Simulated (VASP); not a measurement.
# Sb3Pb (Im-3m) in VASP: notebook

The runs below take Sb3Pb through single point, with PBE.

Everything below comes from runs of VASP 6.6.1. Logs are shortened: lines on timing, memory, paths and dates and some standing lists are left out, and cuts for length are marked.

### 1 The cell of the first run

Symmetry: Im-3m, No. 229, cubic system. Conventional cell: a = 6.300 Å, b = 6.300 Å, c = 6.300 Å, α = 90.00°, β = 90.00°, γ = 90.00°. Sb (site symmetry 4/mmm) has 4 Sb at 3.15 Å and 2 Pb at 3.15 Å within 4.1 Å. Within 4.1 Å of Pb (site symmetry m-3m) lie 6 Sb at 3.15 Å.

### 2 Single point, PBE

INCAR reads:

```
SYSTEM = Sb3Pb
  PREC = Accurate
  ENCUT = 520
  EDIFF = 1E-7
  ISMEAR = 0
  SIGMA = 0.1
  LREAL = .False.
  LASPH = .True.
  NELM = 60
  ALGO = Normal
  ISIF = 2
  LWAVE = .False.
  LCHARG = .True.
  GGA = PE
  LELF = .True.
  LVHAR = .True.
  NBANDS = 22
```

KPOINTS reads:

```
regular mesh
0
Gamma
  4 4 4
  0 0 0
```

POSCAR reads:

```
Sb3Pb
1.0
   -3.1497930000      3.1497930000      3.1497930000
    3.1497930000     -3.1497930000      3.1497930000
    3.1497930000      3.1497930000     -3.1497930000
Sb Pb
3 1
Direct
    0.0000000000      0.5000000000      0.5000000000
    0.5000000000      0.0000000000      0.5000000000
    0.5000000000      0.5000000000      0.0000000000
    0.0000000000      0.0000000000      0.0000000000
```

Potentials or basis: VASP PAW PBE potentials, release 64 (Sb, Pb_d).

On the command line:

```console
cat potpaw_PBE.64/Sb/POTCAR potpaw_PBE.64/Pb_d/POTCAR > POTCAR
mpirun -np 1 vasp_std > vasp.out
```

OUTCAR:

```text
SYSTEM = Sb3Pb
   PREC = Accurate
   ENCUT = 520
   EDIFF = 1E-7
   ISMEAR = 0
   LREAL = .False.
   LASPH = .True.
   NELM = 60
   ISIF = 2
   GGA = PE

 ion  position               nearest neighbor table
   1  0.000  0.500  0.500-   2 3.15   3 3.15   4 3.15   4 3.15   3 3.15   2 3.15
   2  0.500  0.000  0.500-   1 3.15   3 3.15   4 3.15   3 3.15   4 3.15   1 3.15
   3  0.500  0.500  0.000-   1 3.15   2 3.15   4 3.15   2 3.15   1 3.15   4 3.15
   4  0.000  0.000  0.000-   1 3.15   2 3.15   3 3.15   1 3.15   2 3.15   3 3.15

  LATTYP: Found a body centered cubic cell.
 ALAT       =     6.2995860000

  Lattice vectors:

 A1 = (  -3.1497930000,   3.1497930000,   3.1497930000)
 A2 = (   3.1497930000,  -3.1497930000,   3.1497930000)
 A3 = (   3.1497930000,   3.1497930000,  -3.1497930000)

Analysis of symmetry for initial positions (statically):
=====================================================================
 Subroutine PRICEL returns:
 Original cell was already a primitive cell.

 Routine SETGRP: Setting up the symmetry group for a
 body centered cubic supercell.

 Subroutine GETGRP returns: Found 48 space group operations
 (whereof 48 operations were pure point group operations)
 out of a pool of 48 trial point group operations.

The static configuration has the point symmetry O_h .

Analysis of symmetry for dynamics (positions and initial velocities):
=====================================================================
 Subroutine PRICEL returns:
 Original cell was already a primitive cell.

 Routine SETGRP: Setting up the symmetry group for a
 body centered cubic supercell.

 Subroutine GETGRP returns: Found 48 space group operations
 (whereof 48 operations were pure point group operations)
 out of a pool of 48 trial point group operations.

The dynamic configuration has the point symmetry O_h .

 Subroutine INISYM returns: Found 48 space group operations
 (whereof 48 operations are pure point group operations),
 and found     1 'primitive' translations

----------------------------------------------------------------------------------------

                                     Primitive cell

  volume of cell :     124.9989

  direct lattice vectors                    reciprocal lattice vectors
    -3.149793000  3.149793000  3.149793000     0.000000000  0.158740590  0.158740590
     3.149793000 -3.149793000  3.149793000     0.158740590  0.000000000  0.158740590
     3.149793000  3.149793000 -3.149793000     0.158740590  0.158740590  0.000000000

  length of vectors
     5.455601509  5.455601509  5.455601509     0.224493096  0.224493096  0.224493096

  position of ions in fractional coordinates (direct lattice)
     0.000000000  0.500000000  0.500000000
     0.500000000  0.000000000  0.500000000
     0.500000000  0.500000000  0.000000000
     0.000000000  0.000000000  0.000000000

  ion indices of the primitive-cell ions
   primitive index   ion index
                 1           1
                 2           2
                 3           3
                 4           4

----------------------------------------------------------------------------------------

 KPOINTS: regular mesh

Automatic generation of k-mesh.
 Grid dimensions read from file:
 generate k-points for:    4    4    4

 Generating k-lattice:

  Cartesian coordinates                     Fractional coordinates (reciprocal lattice)
     0.000000000  0.039685148  0.039685148     0.250000000  0.000000000  0.000000000
     0.039685148  0.000000000  0.039685148     0.000000000  0.250000000  0.000000000
     0.039685148  0.039685148  0.000000000     0.000000000  0.000000000  0.250000000

  Length of vectors
     0.056123274  0.056123274  0.056123274

  Shift w.r.t. Gamma in fractional coordinates (k-lattice)
     0.000000000  0.000000000  0.000000000

 Subroutine IBZKPT returns following result:
 ===========================================

 Found      8 irreducible k-points:

 Following reciprocal coordinates:
            Coordinates               Weight
  0.000000  0.000000  0.000000      1.000000
  0.250000  0.000000  0.000000     12.000000
  0.500000  0.000000  0.000000      6.000000
  0.250000  0.250000  0.000000     24.000000
  0.250000  0.250000  0.250000      2.000000
 -0.250000  0.250000  0.250000      6.000000
  0.500000  0.500000  0.250000     12.000000
  0.500000  0.500000  0.500000      1.000000
   k-points           NKPTS =      8   k-points in BZ     NKDIM =      8   number of bands    NBANDS=     22
   number of dos      NEDOS =    301   number of ions     NIONS =      4
   total plane-waves  NPLWV =  74088
   dimension x,y,z NGX =    42 NGY =   42 NGZ =   42
   dimension x,y,z NGXF=    84 NGYF=   84 NGZF=   84
   ions per type =               3   1
   NGX,Y,Z   is equivalent  to a cutoff of  12.80, 12.80, 12.80 a.u.
   NGXF,Y,Z  is equivalent  to a cutoff of  25.60, 25.60, 25.60 a.u.
 SYSTEM =  Sb3Pb
   PREC   = accura    normal or accurate (medium, high low for compatibility)
   ISTART =      0    job   : 0-new  1-cont  2-samecut
   ICHARG =      2    charge: 1-file 2-atom 10-const
   ISPIN  =      1    spin polarized calculation?
   LNONCOLLINEAR =      F non collinear calculations
   LSORBIT =      F    spin-orbit coupling
   LASPH  =      T    aspherical Exc in radial PAW
   ENCUT  =  520.0 eV  38.22 Ry    6.18 a.u.  10.14 10.14 10.14*2*pi/ulx,y,z
   NELM   =     60;   NELMIN=  2; NELMDL= -5     # of ELM steps
   EDIFF  = 0.1E-06   stopping-criterion for ELM
   LREAL  =      F    real-space projection
   EDIFFG = 0.1E-05   stopping-criterion for IOM
   NSW    =      0    number of steps for IOM
   IBRION =     -1    ionic relax: 0-MD 1-quasi-New 2-CG
   NFREE  =      0    steps in history (QN), initial steepest desc. (CG)
   ISIF   =      2    stress and relaxation
   ISYM   =      2    0-nonsym 1-usesym 2-fastsym
   POTIM  = 0.5000    time-step for ionic-motion
   TEBEG  =    0.0;   TEEND  =   0.0 temperature during run
   PSTRESS=    0.0 pullay stress
   NELECT =      29.0000    total number of electrons
   NUPDOWN=      -1.0000    fix difference up-down
   EMIN   =  10.00;   EMAX   =-10.00  energy-range for DOS
   EFERMI =   0.00;   METHOD = LEGACY
   ISMEAR =     0;   SIGMA  =   0.10  broadening in eV -4-tet -1-fermi 0-gaus
   EFERMI_NEDOS =   21; number of points for ismear=-14 and -15
   IALGO  =     38    algorithm
   IMIX   =      4    mixing-type and parameters
     AMIX     =   0.40;   BMIX     =  1.00
     AMIX_MAG =   1.60;   BMIX_MAG =  1.00
  volume/ion in A,a.u.               =      31.25       210.88
  Fermi-wavevector in a.u.,A,eV,Ry     =   1.005940  1.900951 13.767948  1.011916
  Thomas-Fermi vector in A             =   2.138651
   LORBIT       =      0    0 simple, 1 ext, 2 COOP (PROOUT), +10 PAW based schemes
   GGA     = PE    functional components
   LHFCALC =     F    Hartree Fock is set to
   AEXX    =    0.0000 exact exchange contribution
   IVDW    =     0    specifies the selected vdW correction
   LEPSILON=     F    determine dielectric tensor
   LRPA    =     F    only Hartree local field effects (RPA)
 non-spin polarized calculation
 Gauss-broadening in eV      SIGMA  =   0.10
  energy-cutoff  :      520.00
  volume of cell :      125.00
 maximum number of plane-waves:      3396
 NGX is ok and might be reduce to    42
   NGX = 21   NGY = 21   NGZ = 21

 number of electron      28.9999992 magnetization

 Free energy of the ion-electron system (eV)
  ---------------------------------------------------
  ext. energy  EPLUGINS =         0.00000000
  ---------------------------------------------------
  free energy    TOTEN  =       -15.70205213 eV

  energy without entropy =      -15.67006264  energy(sigma->0) =      -15.68605739

 E-fermi :   6.5505     XC(G=0):  -9.5494

 val. band max:        6.4549710742   @ k =   0.2500   0.2500   0.2500
 cond. band min:       6.5721081136   @ k =   0.2500   0.2500   0.0000
 fundamental gap:      0.1171370394
 Fermi energy:         6.5505197407

 k-point     1 :       0.0000    0.0000    0.0000
  band No.  band energies     occupation
      1     -10.3612      2.00000
      2     -10.3612      2.00000
      3     -10.3090      2.00000
      4     -10.3090      2.00000
      5     -10.3090      2.00000
      6      -5.3527      2.00000
[... 14 lines left out ...]
     21      10.2139      0.00000
     22      14.0408      0.00000

 k-point     2 :       0.2500    0.0000    0.0000
  band No.  band energies     occupation
      1     -10.3625      2.00000
      2     -10.3604      2.00000
      3     -10.3099      2.00000
      4     -10.3091      2.00000
      5     -10.3074      2.00000
      6      -4.9148      2.00000
[... 14 lines left out ...]
     21      10.9382      0.00000
     22      12.1133      0.00000

 k-point     3 :       0.5000    0.0000    0.0000
  band No.  band energies     occupation
      1     -10.3639      2.00000
      2     -10.3595      2.00000
      3     -10.3107      2.00000
      4     -10.3091      2.00000
      5     -10.3058      2.00000
      6      -3.7375      2.00000
[... 14 lines left out ...]
     21      11.9331      0.00000
     22      12.6123      0.00000

 k-point     4 :       0.2500    0.2500    0.0000
  band No.  band energies     occupation
      1     -10.3627      2.00000
      2     -10.3606      2.00000
      3     -10.3102      2.00000
      4     -10.3087      2.00000
      5     -10.3068      2.00000
      6      -4.0648      2.00000
[... 14 lines left out ...]
     21      10.8558      0.00000
     22      11.7577      0.00000

 k-point     5 :       0.2500    0.2500    0.2500
  band No.  band energies     occupation
      1     -10.3595      2.00000
      2     -10.3595      2.00000
      3     -10.3092      2.00000
      4     -10.3092      2.00000
      5     -10.3092      2.00000
      6      -2.8904      2.00000
[... 14 lines left out ...]
     21       7.6961      0.00000
     22      15.0380      0.00000

 k-point     6 :      -0.2500    0.2500    0.2500
  band No.  band energies     occupation
      1     -10.3658      2.00000
      2     -10.3618      2.00000
      3     -10.3083      2.00000
      4     -10.3083      2.00000
      5     -10.3074      2.00000
      6      -4.4974      2.00000
[... 14 lines left out ...]
     21      12.0797      0.00000
     22      12.0797      0.00000

 k-point     7 :       0.5000    0.5000    0.2500
  band No.  band energies     occupation
      1     -10.3673      2.00000
      2     -10.3652      2.00000
      3     -10.3082      2.00000
      4     -10.3075      2.00000
      5     -10.3058      2.00000
      6      -3.4500      2.00000
[... 14 lines left out ...]
     21      11.4615      0.00000
     22      12.2360      0.00000

 k-point     8 :       0.5000    0.5000    0.5000
  band No.  band energies     occupation
      1     -10.3707      2.00000
      2     -10.3707      2.00000
      3     -10.3058      2.00000
      4     -10.3058      2.00000
      5     -10.3058      2.00000
      6      -3.0884      2.00000
[... 14 lines left out ...]
     21      11.8452      0.00000
     22      13.0417      0.00000

------------------------ aborting loop because EDIFF is reached ----------------------------------------

  FORCE on cell =-STRESS in cart. coord.  units (eV):
  Direction    XX          YY          ZZ          XY          YZ          ZX
  --------------------------------------------------------------------------------------
  -------------------------------------------------------------------------------------
  Total       -0.3619666     -0.3619666     -0.3619666      0.0000000      0.0000000     -0.0000000
  in kB       -4.6395206     -4.6395206     -4.6395206      0.0000000      0.0000000     -0.0000000
  external PRESSURE =      -4.6395206 kB  Pullay stress =       0.0000000 kB

 VOLUME and BASIS-vectors are now :
 -----------------------------------------------------------------------------
  energy-cutoff  :      520.00
  volume of cell :      125.00
      direct lattice vectors                 reciprocal lattice vectors
    -3.149793000  3.149793000  3.149793000     0.000000000  0.158740590  0.158740590
     3.149793000 -3.149793000  3.149793000     0.158740590  0.000000000  0.158740590
     3.149793000  3.149793000 -3.149793000     0.158740590  0.158740590  0.000000000

 POSITION                                       TOTAL-FORCE (eV/Angst)
 -----------------------------------------------------------------------------------
      3.14979      0.00000      0.00000         0.000000      0.000000      0.000000
      0.00000      3.14979      0.00000        -0.000000     -0.000000      0.000000
      0.00000      0.00000      3.14979        -0.000000      0.000000     -0.000000
      0.00000      0.00000      0.00000        -0.000000      0.000000      0.000000
 -----------------------------------------------------------------------------------
    total drift:                               -0.000000      0.000000     -0.000000

  FREE ENERGIE OF THE ION-ELECTRON SYSTEM (eV)
  ---------------------------------------------------
  free  energy   TOTEN  =       -15.7020521342 eV

  energy  without entropy=      -15.6700626435  energy(sigma->0) =      -15.68605739
```

It took 16 s on 1 thread of Intel Xeon 6975P-C (Granite Rapids), shared host; peak memory 0.24 GiB.

What came out:

```
Free energy : -15.7021 eV
Pressure    : -0.5 GPa
```

Caveat: spin-orbit coupling is left out, which moves the levels of the heavy elements.

### 3 Single point, PBE (volume scaled by 0.97)

INCAR reads:

```
PREC = Accurate ; ENCUT = 520
EDIFF = 1E-7 ; ISMEAR = 0
SIGMA = 0.1 ; LREAL = False
LASPH = True ; NELM = 100
ALGO = Normal ; ISIF = 2
LWAVE = False ; LCHARG = False
GGA = PE ; NBANDS = 22
```

KPOINTS reads:

```
Automatic mesh
0
Gamma
  10 10 10
```

POSCAR reads:

```
Sb3Pb
1.0
   -3.1179747337      3.1179747337      3.1179747337
    3.1179747337     -3.1179747337      3.1179747337
    3.1179747337      3.1179747337     -3.1179747337
Sb Pb
3 1
Direct
    0.0000000000      0.5000000000      0.5000000000
    0.5000000000      0.0000000000      0.5000000000
    0.5000000000      0.5000000000      0.0000000000
    0.0000000000      0.0000000000      0.0000000000
```

Potentials or basis: VASP PAW PBE potentials, release 64 (Sb, Pb_d).

On the command line:

```console
cat potpaw_PBE.64/Sb/POTCAR potpaw_PBE.64/Pb_d/POTCAR > POTCAR
mpirun -np 1 vasp_std > vasp.out
```

Run time: 52 s. Hardware: 1 thread of Intel Xeon 6975P-C (Granite Rapids), shared host; peak memory 0.31 GiB.

The run converged. Its results:

```
Free energy : -15.7173 eV
Pressure    : 1.5 GPa
```

Levels at points of the mesh, in eV from the Fermi level:
| k point | band 13 | band 14 | band 15 | band 16 | band 17 | band 18 |
| --- | --- | --- | --- | --- | --- | --- |
| (0.00, 0.00, 0.00) | -2.75 | -2.75 | -2.75 | 2.62 | 2.62 | 2.62 |
| (0.50, 0.00, 0.00) | -0.67 | -0.57 | -0.51 | 0.95 | 1.82 | 1.88 |
| (0.50, 0.50, 0.50) | -1.09 | -1.09 | -1.09 | 5.27 | 5.27 | 5.27 |

Caveat: spin-orbit coupling is left out, which moves the levels of the heavy elements.

### 4 Single point, PBE

INCAR reads:

```
SYSTEM = Sb3Pb
PREC = Accurate
ENCUT = 520
EDIFF = 1E-6
ISMEAR = 0
SIGMA = 0.1
LREAL = .FALSE.
LASPH = .TRUE.
NELM = 100
ALGO = Normal
ISIF = 2
LWAVE = .FALSE.
LCHARG = .FALSE.
GGA = PE
NBANDS = 22
```

KPOINTS reads:

```
regular mesh
0
G
  10 10 10
  0 0 0
```

POSCAR reads:

```
Sb3Pb
1.0
   -3.1497930000      3.1497930000      3.1497930000
    3.1497930000     -3.1497930000      3.1497930000
    3.1497930000      3.1497930000     -3.1497930000
Sb Pb
3 1
Direct
    0.0000000000      0.5000000000      0.5000000000
    0.5000000000      0.0000000000      0.5000000000
    0.5000000000      0.5000000000      0.0000000000
    0.0000000000      0.0000000000      0.0000000000
```

On the command line:

```console
cat potpaw_PBE.64/Sb/POTCAR potpaw_PBE.64/Pb_d/POTCAR > POTCAR
mpirun -np 1 vasp_std > vasp.out
```

It took 52 s on 1 thread of Intel Xeon 6975P-C (Granite Rapids), shared host; peak memory 0.33 GiB.

It converged, with:

```yaml
Free_energy: -15.7345 eV
Pressure: -0.1 GPa
```

Levels at points of the mesh, in eV from the Fermi level:
```
           k point  band 13  band 14  band 15  band 16  band 17  band 18
(0.00, 0.00, 0.00)    -2.63    -2.63    -2.63     2.71     2.71     2.71
(0.50, 0.00, 0.00)    -0.62    -0.56    -0.49     0.92     1.70     1.86
(0.50, 0.50, 0.50)    -1.05    -1.05    -1.05     5.10     5.10     5.10
```

Caveat: spin-orbit coupling is left out, which moves the levels of the heavy elements.

### 5 Single point, PBE (volume scaled by 1.03)

INCAR reads:

```
SYSTEM = Sb3Pb
  PREC = Accurate
  ENCUT = 520
  EDIFF = 1E-6
  ISMEAR = 0
  SIGMA = 0.1
  LREAL = .False.
  LASPH = .True.
  NELM = 60
  ALGO = Normal
  ISIF = 2
  LWAVE = .False.
  LCHARG = .False.
  GGA = PE
  NBANDS = 22
```

KPOINTS reads:

```
Automatic mesh
0
Gamma
  10 10 10
  0 0 0
```

POSCAR reads:

```
Sb3Pb
1.0
   -3.1809810976      3.1809810976      3.1809810976
    3.1809810976     -3.1809810976      3.1809810976
    3.1809810976      3.1809810976     -3.1809810976
Sb Pb
3 1
Direct
    0.0000000000      0.5000000000      0.5000000000
    0.5000000000      0.0000000000      0.5000000000
    0.5000000000      0.5000000000      0.0000000000
    0.0000000000      0.0000000000      0.0000000000
```

On the command line:

```console
cat potpaw_PBE.64/Sb/POTCAR potpaw_PBE.64/Pb_d/POTCAR > POTCAR
mpirun -np 1 vasp_std > vasp.out
```

Run time: 52 s. Hardware: 1 thread of Intel Xeon 6975P-C (Granite Rapids), shared host; peak memory 0.33 GiB.

It converged, with:

```yaml
Free_energy: -15.7174 eV
Pressure: -1.4 GPa
```

Levels at points of the mesh, in eV from the Fermi level:
| k point | band 11 | band 12 | band 13 | band 14 | band 15 | band 16 | band 17 | band 18 | band 19 | band 20 |
| --- | --- | --- | --- | --- | --- | --- | --- | --- | --- | --- |
| (0.00, 0.00, 0.00) | -3.13 | -3.13 | -2.52 | -2.52 | -2.52 | 2.79 | 2.79 | 2.79 | 3.62 | 3.62 |
| (0.50, 0.00, 0.00) | -2.96 | -0.95 | -0.57 | -0.56 | -0.47 | 0.90 | 1.60 | 1.83 | 2.32 | 4.68 |
| (0.50, 0.50, 0.50) | -4.78 | -4.54 | -1.00 | -1.00 | -1.00 | 4.93 | 4.93 | 4.93 | 5.36 | 5.36 |

Caveat: spin-orbit coupling is left out, which moves the levels of the heavy elements.

### 6 Overview

| cell | k mesh | gap on the mesh (eV) | pressure (GPa) |
| --- | --- | --- | --- |
| a = 5.456 Å, angles 109.5°, 4 atoms | 4 × 4 × 4 | none | -0.5 |
| a = 5.400 Å, angles 109.5°, 4 atoms | 10 × 10 × 10 | none | 1.5 |
| a = 5.456 Å, angles 109.5°, 4 atoms | 10 × 10 × 10 | none | -0.1 |
| a = 5.510 Å, angles 109.5°, 4 atoms | 10 × 10 × 10 | none | -1.4 |

Alike in all rows: task single point; level PBE; potentials or basis VASP PAW PBE potentials, release 64 (Sb, Pb_d); no spin polarisation; cutoff (eV) 520; smearing gaussian 0.1 eV.

Caveats: spin-orbit coupling is left out, which moves the levels of the heavy elements.

Absolute energies hang on the potentials; compare differences alone.
